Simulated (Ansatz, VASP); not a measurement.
## ZnO in VASP and in Ansatz

```
Zn O
1.0
     0.00000    2.01044    2.01044
     2.01044    0.00000    2.01044
     2.01044    2.01044    0.00000
Zn O
1 1
Direct
  0.00000 0.00000 0.00000
  0.50000 0.50000 0.50000
```

Change from the starting cell: hydrostatic strain -5.8%.

Alike in both runs: task single point; functional PBE; k mesh 10 × 10 × 10; occupations fermi-dirac, width 0.02 eV; no spin polarisation.

```csv
,VASP,Ansatz
version,VASP 6.6.1,Ansatz 0.2.0
potentials or method,"VASP PAW PBE potentials, release 64 (Zn, O)","plane waves, PAW"
plane-wave cutoff (eV),520,420
valence electrons in the cell,18,18
```

Ansatz gave:

```
gap on the k mesh at the Fermi level (eV) : 1.89
pressure (GPa)                            : 60.7
```

Task: Estimate VASP's values.

Result: gap on the k mesh at the Fermi level (eV): 1.84; pressure (GPa): 63.4.

Both programs put the cell under a high pressure, so it lies far from rest at this level. With one functional, cell and mesh, what is left measures potentials, basis and numerics.

Noted on VASP's run: the cell as given lies far from equilibrium.
